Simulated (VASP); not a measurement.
Wanted: the native input for a VASP 6.6.1 run.

| Item | Value |
| --- | --- |
| Task | single point |
| Functional | PBE |
| Potentials or basis | VASP PAW PBE potentials, release 64 (Pb_d, S) |
| Cutoff | 520 eV |
| k mesh | 6 × 6 × 4 |
| Occupations | gaussian, width 0.01 eV |
| Spin | no spin polarisation |
| Dipole correction | no |
| Further INCAR settings | ALGO = Normal; EDIFF = 1e-06; NBANDS = 28 |

The structure of PbS lies in POSCAR:

```
PbS
1.0
    4.9970300227      0.0000000000      0.0000000000
   -2.4985150114      4.3275549432      0.0000000000
    0.0000000000      0.0000000000      5.9976969638
Pb S
2 2
Direct
    0.3333333333      0.6666666667     -0.0640822957
    0.6666666667      0.3333333333      0.4359177043
    0.3333333333      0.6666666667      0.4390822957
    0.6666666667      0.3333333333      0.9390822957
```

These files were run (other wordings do the same):

INCAR

```
PREC = Accurate
ENCUT = 520
EDIFF = 1E-6
ISMEAR = 0
SIGMA = 0.01
LREAL = False
LASPH = True
NELM = 100
ALGO = Normal
ISIF = 2
LWAVE = False
LCHARG = False
GGA = PE
NBANDS = 28
```

KPOINTS

```
regular mesh
0
Gamma
  6 6 4
```

Potentials or basis: VASP PAW PBE potentials, release 64 (Pb_d, S).

Launch:

```sh
$ cat potpaw_PBE.64/Pb_d/POTCAR potpaw_PBE.64/S/POTCAR > POTCAR
$ mpirun -np 1 vasp_std > vasp.out
```

It gave:

| Item | Value |
| --- | --- |
| Pressure | 0.7 GPa |
| Largest force | 0.005 eV/Å |
| Band gap on the k mesh | 1.43 eV, direct |

Caveat: spin-orbit coupling is left out, which moves the levels of the heavy elements.

It took 86 s on 1 thread of Intel(R) Xeon(R) Platinum 8488C (Sapphire Rapids) (shared host), peak memory 0.28 GiB.
